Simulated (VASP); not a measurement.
## YSn3: single point with LDA

The system is YSn3.

```
Y Sn
1.0
     0.00000    3.87107    3.87107
     3.87107    0.00000    3.87107
     3.87107    3.87107    0.00000
Y Sn
1 3
Direct
  0.00000 0.00000 0.00000
  0.50000 0.50000 0.50000
  0.25000 0.25000 0.25000
  0.75000 0.75000 0.75000
```

```yaml
Program: VASP 6.6.1
Task: single point
Functional: LDA
Potentials_or_basis: VASP PAW LDA potentials, release 64 (Y_sv, Sn_d)
Cutoff: 520 eV
k_mesh: 5 × 5 × 5
Occupations: fermi-dirac, width 0.01 eV
Spin: no spin polarisation
```

* Pressure: -5.6 GPa
* Band gap on the k mesh: zero (an odd number of electrons rules out a gap without spin polarisation)

Levels at points of the mesh, in eV from the Fermi level:
| k point | band 23 | band 24 | band 25 | band 26 | band 27 | band 28 | band 29 | band 30 | band 31 | band 32 |
| --- | --- | --- | --- | --- | --- | --- | --- | --- | --- | --- |
| (0.00, 0.00, 0.00) | -2.39 | -2.39 | -2.39 | -1.03 | -1.03 | -1.03 | 0.68 | 0.68 | 1.84 | 1.84 |

Run time: 90 s on 1 thread of Intel Xeon 8259CL, on a shared host, peak memory 0.23 GiB.

Caveat: the cell stands under tension; spin-orbit coupling is left out, which moves the levels of the heavy elements.
